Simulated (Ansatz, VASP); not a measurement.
# Two plane-wave programs on PbS

```
CELL_PARAMETERS angstrom
0.00000 -3.00438 -3.00618
0.00000 3.00438 -3.00618
12.79828 0.00000 0.00000
ATOMIC_POSITIONS crystal
Pb 0.74336 0.24336 0.55138
Pb 0.24336 0.74336 0.33142
S 0.23564 0.73564 0.54175
S 0.73564 0.23564 0.34105
```

Alike in both runs: task single point; functional PBE; dispersion D3(BJ); k mesh 6 × 6 × 3; occupations gaussian, width 0.05 eV; no spin polarisation.

|  | VASP | Ansatz |
| --- | --- | --- |
| version | VASP 6.6.1 | Ansatz 0.2.0 |
| potentials or method | VASP PAW PBE potentials, release 64 (Pb_d, S), cutoff 500 eV | scalar-relativistic, plane waves, PAW |
| valence electrons in the cell | 40 | 40 |

Ansatz gave:

* gap on the k mesh at the Fermi level (eV): 2.07
* least direct gap on the mesh (eV): 2.08
* rms of the force components (eV/Å): 0.033

Q: Estimate VASP's values.

A: gap on the k mesh at the Fermi level (eV): 2.08; least direct gap on the mesh (eV): 2.08; rms of the force components (eV/Å): 0.034.

Atom by atom the forces differ by 0.003 eV/Å (rms over components).

Neither program's run includes spin-orbit coupling.
